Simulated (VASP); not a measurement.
Runs of VASP 6.6.1 on MnHg. The structure is that of space group Pm-3m (No. 221), or close to it. The cells are those of the table. 

```csv
cell,gap on the mesh (eV),pressure (GPa),moment (μB)
"a = 3.259, b = 3.259, c = 3.283 Å, 2 atoms",none,-7.1,3.59
"a = 3.198, b = 3.198, c = 3.222 Å, 2 atoms",none,-2.3,3.43
"a = 3.228, b = 3.228, c = 3.253 Å, 2 atoms",none,-5.0,(c)
"a = 3.345, b = 3.345, c = 3.371 Å, 2 atoms",none,-11.6,3.79
"a = 3.317, b = 3.317, c = 3.342 Å, 2 atoms",none,(b),3.73
"a = 3.288, b = 3.288, c = 3.313 Å, 2 atoms",none,(a),3.66
```

Alike in all rows: task single point; level LDA; potentials or basis VASP PAW LDA potentials, release 64 (Mn_pv, Hg); spin collinear, ferromagnetic start; k mesh 9 × 9 × 9; cutoff (eV) 520; smearing gaussian 0.3 eV.

Question: Estimate the missing entries.

Answer: (a) -8.9; (b) -10.4; (c) 3.51.

Caveats: so wide a smearing shifts energies and pressures; spin-orbit coupling is left out, which moves the levels of the heavy elements; the cell stands under tension (at least some runs).

A k mesh can miss the band edges, and the runs leave out spin-orbit coupling on Hg.

A gap of «none» marks levels without a gap at the run's occupations.
